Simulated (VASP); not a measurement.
The system is Sr.

```xyz
1
Lattice="3.9327 0.0000 0.0000 0.0000 3.9327 0.0000 0.0000 0.0000 3.9327" Properties=species:S:1:pos:R:3 pbc="T T T"
Sr    0.0000    0.0000    0.0000
```

This isn't the form of Sr at room conditions, which is fcc.

| Item | Value |
| --- | --- |
| Program | VASP 6.6.1 |
| Task | relaxation of cell and atoms |
| Functional | LDA |
| Potentials or basis | VASP PAW LDA potentials, release 64 (Sr_sv) |
| Cutoff | 600 eV |
| k mesh | 8 × 8 × 8 |
| Occupations | fermi-dirac, width 0.1 eV |
| Spin | no spin polarisation |

At the start: pressure -1.3 GPa; volume 60.82 Å³/atom.

Problem. How do energy, volume and symmetry change on relaxing?

Solution. Over 5 steps the energy falls by 50.9 meV/atom and the volume is 49.32 Å³/atom (-18.9 %); space group Pm-3m (No. 221, to 0.1 Å) before and after.

The path:
| step | energy change (eV) | largest force (eV/Å) | pressure (GPa) | volume (Å³) |
| --- | --- | --- | --- | --- |
| 1 | 0.0000 | 0.0000 | -1.27 | 60.82 |
| 2 | -0.0284 | 0.0000 | -0.91 | 56.68 |
| 3 | -0.0489 | 0.0000 | -0.32 | 51.42 |
| 4 | -0.0509 | 0.0000 | 0.04 | 49.08 |
| 5 | -0.0509 | 0.0000 | -0.01 | 49.32 |

Final structure:
```cif
data_structure
_symmetry_space_group_name_H-M 'P 1'
_symmetry_Int_Tables_number 1
_cell_length_a 3.6671
_cell_length_b 3.6671
_cell_length_c 3.6671
_cell_angle_alpha 90.000
_cell_angle_beta 90.000
_cell_angle_gamma 90.000
_cell_volume 49.32
loop_
_atom_site_label
_atom_site_type_symbol
_atom_site_fract_x
_atom_site_fract_y
_atom_site_fract_z
_atom_site_occupancy
Sr1 Sr 0.00000 0.00000 0.00000 1
```

Caveat: the volume moved by over 15 % at a fixed basis, so the end points are rough.
